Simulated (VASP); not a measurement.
# Te (P6_3/mmc) in VASP: further runs

The runs below take Te through single point, relaxation of cell and atoms, with PBEsol.

Program: VASP 6.6.1. These are calculated values, not measurements. Logs are shortened: lines on timing, memory, paths and dates and some standing lists are left out, and cuts for length are marked.

### Step 1. The cell of the first run

Symmetry: P6_3/mmc, No. 194, hexagonal system. The conventional cell has a = 4.067 Å, b = 4.067 Å, c = 4.594 Å, α = 90.00°, β = 90.00°, γ = 120.00°. Te (site symmetry -6m2) has 12 Te at 3.28 to 4.07 Å within 4.3 Å.

### Step 2. Single point, PBEsol (volume scaled by 1.12)

Contents of INCAR:

```
ALGO = Normal ; EDIFF = 1E-7
ENCUT = 520 ; GGA = PS
ISIF = 2 ; ISMEAR = -1
LASPH = True ; LCHARG = False
LREAL = False ; LWAVE = False
NBANDS = 13 ; NELM = 100
PREC = Accurate ; SIGMA = 0.1
```

Contents of KPOINTS:

```
k-points
0
Gamma
  11 11 8
```

Contents of POSCAR:

```
Te
1.0
    4.0665393643      0.0000000000      0.0000000000
   -2.0332696821      3.5217263950      0.0000000000
    0.0000000000      0.0000000000      4.5935952133
Te
2
Direct
    0.3333333333      0.6666666667      0.2500000000
    0.6666666667      0.3333333333      0.7500000000
```

Potentials or basis: VASP PAW PBE potentials, release 64 (Te).

Run with:

```bash
cat potpaw_PBE.64/Te/POTCAR > POTCAR
mpirun -np 1 vasp_std > vasp.out
```

OUTCAR:

```text
EDIFF = 1E-7
   ENCUT = 520
   GGA = PS
   ISIF = 2
   ISMEAR = -1
   LASPH = True
   LREAL = False
   NELM = 100
   PREC = Accurate

 ion  position               nearest neighbor table
   1  0.333  0.667  0.250-   2 3.28   2 3.28   2 3.28   2 3.28   2 3.28   2 3.28
   2  0.667  0.333  0.750-   1 3.28   1 3.28   1 3.28   1 3.28   1 3.28   1 3.28

  LATTYP: Found a hexagonal cell.
 ALAT       =     4.0665393643
 C/A-ratio  =     1.1296079545

  Lattice vectors:

 A1 = (   4.0665393643,   0.0000000000,   0.0000000000)
 A2 = (  -2.0332696821,   3.5217263950,   0.0000000000)
 A3 = (   0.0000000000,   0.0000000000,   4.5935952133)

Analysis of symmetry for initial positions (statically):
=====================================================================
 Subroutine PRICEL returns:
 Original cell was already a primitive cell.

 Routine SETGRP: Setting up the symmetry group for a
 hexagonal supercell.

 Subroutine GETGRP returns: Found 24 space group operations
 (whereof 12 operations were pure point group operations)
 out of a pool of 24 trial point group operations.

The static configuration has the point symmetry D_3d.
 The point group associated with its full space group is D_6h.

Analysis of symmetry for dynamics (positions and initial velocities):
=====================================================================
 Subroutine PRICEL returns:
 Original cell was already a primitive cell.

 Routine SETGRP: Setting up the symmetry group for a
 hexagonal supercell.

 Subroutine GETGRP returns: Found 24 space group operations
 (whereof 12 operations were pure point group operations)
 out of a pool of 24 trial point group operations.

The dynamic configuration has the point symmetry D_3d.
 The point group associated with its full space group is D_6h.

 Subroutine INISYM returns: Found 24 space group operations
 (whereof 12 operations are pure point group operations),
 and found     1 'primitive' translations

----------------------------------------------------------------------------------------

                                     Primitive cell

  volume of cell :      65.7860

  direct lattice vectors                    reciprocal lattice vectors
     4.066539364  0.000000000  0.000000000     0.245909337  0.141975822  0.000000000
    -2.033269682  3.521726395  0.000000000     0.000000000  0.283951644  0.000000000
     0.000000000  0.000000000  4.593595213     0.000000000  0.000000000  0.217694410

  length of vectors
[... 84 lines left out ...]
   EDIFFG = 0.1E-05   stopping-criterion for IOM
   NSW    =      0    number of steps for IOM
   IBRION =     -1    ionic relax: 0-MD 1-quasi-New 2-CG
   NFREE  =      0    steps in history (QN), initial steepest desc. (CG)
   ISIF   =      2    stress and relaxation
   ISYM   =      2    0-nonsym 1-usesym 2-fastsym
   POTIM  = 0.5000    time-step for ionic-motion
   TEBEG  =    0.0;   TEEND  =   0.0 temperature during run
   PSTRESS=    0.0 pullay stress
   NELECT =      12.0000    total number of electrons
   NUPDOWN=      -1.0000    fix difference up-down
   EMIN   =  10.00;   EMAX   =-10.00  energy-range for DOS
   EFERMI =   0.00;   METHOD = LEGACY
   ISMEAR =    -1;   SIGMA  =   0.10  broadening in eV -4-tet -1-fermi 0-gaus
   EFERMI_NEDOS =   21; number of points for ismear=-14 and -15
   IALGO  =     38    algorithm
   IMIX   =      4    mixing-type and parameters
     AMIX     =   0.40;   BMIX     =  1.00
     AMIX_MAG =   1.60;   BMIX_MAG =  1.00
  volume/ion in A,a.u.               =      32.89       221.97
  Fermi-wavevector in a.u.,A,eV,Ry     =   0.928448  1.754512 11.728429  0.862015
  Thomas-Fermi vector in A             =   2.054625
   LORBIT       =      0    0 simple, 1 ext, 2 COOP (PROOUT), +10 PAW based schemes
   GGA     = PS    functional components
   LHFCALC =     F    Hartree Fock is set to
   AEXX    =    0.0000 exact exchange contribution
   IVDW    =     0    specifies the selected vdW correction
   LEPSILON=     F    determine dielectric tensor
   LRPA    =     F    only Hartree local field effects (RPA)
 non-spin polarized calculation
  energy-cutoff  :      520.00
  volume of cell :       65.79
 maximum number of plane-waves:      1811
   NGX = 15   NGY = 15   NGZ = 17

 number of electron      11.9999999 magnetization

 Free energy of the ion-electron system (eV)
  ---------------------------------------------------
  ext. energy  EPLUGINS =         0.00000000
  ---------------------------------------------------
  free energy    TOTEN  =        -6.68470126 eV

  energy without entropy =       -6.64270391  energy(sigma->0) =       -6.66370259

 E-fermi :   6.0000     XC(G=0):  -9.4748

 val. band max:        5.9703801516   @ k =   0.2727  -0.0000   0.3750
 cond. band min:       6.0103906744   @ k =   0.1818   0.0000   0.3750
 fundamental gap:      0.0400105227
 Fermi energy:         6.0000269235

 k-point     1 :       0.0000    0.0000    0.0000
  band No.  band energies     occupation
      1      -7.2478      2.00000
      2      -2.8748      2.00000
      3       1.6003      2.00000
      4       4.5569      2.00000
      5       4.5569      2.00000
      6       6.9828      0.00011
      7       6.9828      0.00011
      8       9.1136      0.00000
      9       9.4500      0.00000
     10      11.9183      0.00000
     11      13.8466      0.00000
     12      13.8466      0.00000
     13      15.1687      0.00000
[... 354 lines left out ...]
  band No.  band energies     occupation
      1      -6.6380      2.00000
      2      -3.4631      2.00000
      3       1.9542      2.00000
      4       3.4412      2.00000
      5       4.0385      2.00000
      6       5.5522      1.97755
      7       7.1768      0.00002
      8       7.7625      0.00000
      9      10.9088      0.00000
     10      12.0485      0.00000
     11      13.3177      0.00000
     12      14.4717      0.00000
     13      15.1392      0.00000

 [... further k-points ...]
[... 5 lines left out ...]
  --------------------------------------------------------------------------------------
  -------------------------------------------------------------------------------------
  Total       -1.6158824     -1.6158824     -3.1166191     -0.0000000      0.0000000      0.0000000
  in kB      -39.3538319    -39.3538319    -75.9033577     -0.0000000      0.0000000      0.0000000
  external PRESSURE =     -51.5370072 kB  Pullay stress =       0.0000000 kB

 VOLUME and BASIS-vectors are now :
 -----------------------------------------------------------------------------
  energy-cutoff  :      520.00
  volume of cell :       65.79
      direct lattice vectors                 reciprocal lattice vectors
     4.066539364  0.000000000  0.000000000     0.245909337  0.141975822  0.000000000
    -2.033269682  3.521726395  0.000000000     0.000000000  0.283951644  0.000000000
     0.000000000  0.000000000  4.593595213     0.000000000  0.000000000  0.217694410

 POSITION                                       TOTAL-FORCE (eV/Angst)
 -----------------------------------------------------------------------------------
     -0.00000      2.34782      1.14840         0.000000     -0.000000      0.000000
      2.03327      1.17391      3.44520        -0.000000      0.000000      0.000000
 -----------------------------------------------------------------------------------
    total drift:                               -0.000000      0.000000      0.000000

  FREE ENERGIE OF THE ION-ELECTRON SYSTEM (eV)
  ---------------------------------------------------
  free  energy   TOTEN  =        -6.6847012611 eV

  energy  without entropy=       -6.6427039096  energy(sigma->0) =       -6.66370259
```

Run time: 67 s. Hardware: 1 thread of AMD EPYC 7R43 (Zen 3), shared host; peak memory 0.16 GiB.

What came out:

| Quantity | Value |
| --- | --- |
| Free energy | -6.6847 eV |
| Pressure | -5.2 GPa |
| Band gap on the k mesh | zero (band 6 reaches 6.98 eV, above the bottom of band 7 at 4.72 eV) |

Caveat: the cell differs from its parent crystal (volume scaled by 1.12); the PAW data sets were made with another functional, which shifts forces and pressure a little; spin-orbit coupling is left out, which moves the levels of the heavy elements.

### Step 3. Relaxation of cell and atoms, PBEsol

This run uses another cell than the first one, of 28.84 Å³/atom, 0.877 times its volume.

Contents of INCAR:

```
  PREC = Accurate
  ENCUT = 600
  EDIFF = 1E-7
  ISMEAR = -1
  SIGMA = 0.1
  LREAL = F
  LASPH = T
  NELM = 100
  ALGO = Normal
  ISIF = 3
  LWAVE = F
  LCHARG = F
  GGA = PS
  IBRION = 2
  NSW = 80
  EDIFFG = -0.01
```

Contents of KPOINTS:

```
regular mesh
0
Gamma
  11 11 6
```

Contents of POSCAR:

```
Te
1.0
    3.4420649897      0.0000000000      0.0000000000
   -1.7210324948      2.9809157225      0.0000000000
    0.0000000000      0.0000000000      5.6208921281
Te
2
Direct
    0.3333333333      0.6666666667      0.2500000000
    0.6666666667      0.3333333333      0.7500000000
```

Potentials or basis: VASP PAW PBE potentials, release 64 (Te).

Run with:

```bash
cat potpaw_PBE.64/Te/POTCAR > POTCAR
mpirun -np 1 vasp_std > vasp.out
```

Wall time 13 min (1 thread of AMD EPYC 7R43 (Zen 3), shared host); peak memory 0.24 GiB.

The run converged. Its results:

```yaml
Free_energy: -6.7995 eV
Relaxed_volume: 29.38 Å³/atom
Relaxed_cell: a = 3.915 Å, b = 3.915 Å, c = 4.425 Å, α = 90.00°, β = 90.00°, γ = 120.00°
Space_group_after_relaxing_to_0.05_Å: P6_3/mmc (No. 194)
Energy_gained_by_relaxing: 208.9 meV/atom
Ionic_steps: 26
Pressure_after_relaxing: 0.0 GPa
Band_gap_on_the_k_mesh: zero (band 6 reaches 8.60 eV, above the bottom of band 7 at 6.12 eV)
```

The path:
```tsv
step	energy change (eV)	largest force (eV/Å)	pressure (GPa)	volume (Å³)
1	0.0000	0.0000	-3.81	57.67
2	-0.0608	0.0000	2.05	52.13
3	-0.0652	0.0000	0.64	53.18
4	-0.0961	0.0000	1.10	52.90
5	-0.2194	0.0000	3.92	51.79
6	0.1568	0.0000	19.58	48.33
7	-0.2479	0.0000	5.87	51.22
8	-0.2418	0.0000	7.88	50.70
9	-0.2477	0.0000	7.11	50.89
10	-0.2533	0.0000	7.11	50.97
11	-0.2672	0.0000	7.21	51.22
12	-0.2814	0.0000	7.57	51.68
13	-0.2598	0.0000	8.82	52.47
14	-0.2809	0.0000	7.94	51.97
15	-0.3069	0.0000	6.98	52.57
16	-0.3672	0.0000	4.40	54.42
17	-0.4172	0.0000	0.26	58.24
18	-0.4175	0.0000	-0.04	58.58
19	-0.4175	0.0000	-0.16	58.72
20	-0.4176	0.0000	-0.11	58.68
21	-0.4177	0.0000	0.01	58.59
22	-0.4176	0.0000	0.26	58.41
23	-0.4177	0.0000	0.08	58.54
24	-0.4177	0.0000	0.07	58.56
25	-0.4178	0.0000	0.04	58.63
26	-0.4178	0.0000	-0.01	58.75
```

Final structure:
```cif
data_structure
_symmetry_space_group_name_H-M 'P 1'
_symmetry_Int_Tables_number 1
_cell_length_a 3.9154
_cell_length_b 3.9154
_cell_length_c 4.4255
_cell_angle_alpha 90.000
_cell_angle_beta 90.000
_cell_angle_gamma 120.000
_cell_volume 58.75
loop_
_atom_site_label
_atom_site_type_symbol
_atom_site_fract_x
_atom_site_fract_y
_atom_site_fract_z
_atom_site_occupancy
Te1 Te 0.33333 0.66667 0.25000 1
Te2 Te 0.66667 0.33333 0.75000 1
```

Levels at points of the mesh, in eV from the Fermi level:
```csv
k point,band 4,band 5,band 6,band 7,band 8,band 9
"(0.00, 0.00, 0.00)",-1.59,-1.59,1.14,1.14,3.15,3.74
"(0.00, 0.00, 0.50)",-0.40,-0.19,-0.19,-0.19,-0.19,6.63
```

Caveat: the PAW data sets were made with another functional, which shifts forces and pressure a little; spin-orbit coupling is left out, which moves the levels of the heavy elements.
